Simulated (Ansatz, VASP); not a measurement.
**Two plane-wave programs on Pd**

```
CELL_PARAMETERS angstrom
0.00000 1.95865 1.95865
1.95865 0.00000 1.95865
1.95865 1.95865 0.00000
ATOMIC_POSITIONS crystal
Pd 0.00000 0.00000 0.00000
```

Alike in both runs: task single point; functional PBEsol; k mesh 8 × 8 × 8; occupations gaussian, width 0.1 eV; no spin polarisation.

|  | VASP | Ansatz |
| --- | --- | --- |
| version | VASP 6.6.1 | Ansatz 0.2.0 |
| potentials or method | VASP PAW PBE potentials, release 64 (Pd), cutoff 520 eV | scalar-relativistic, plane waves, PAW |
| valence electrons in the cell | 10 | 18 |

```csv
,VASP,Ansatz,Ansatz less VASP
gap on the k mesh at the Fermi level (eV),none,none,-
pressure (GPa),-5.5,-5.2,+0.24
```

VASP's potentials were made for PBE, not for PBEsol, and Ansatz warns of the same on its side. A gap of «none» marks a metal or a gap that the smearing closes. VASP's potentials hold 10 valence electrons a cell and Ansatz's 18, so a difference there can come from the potentials and not from the codes.
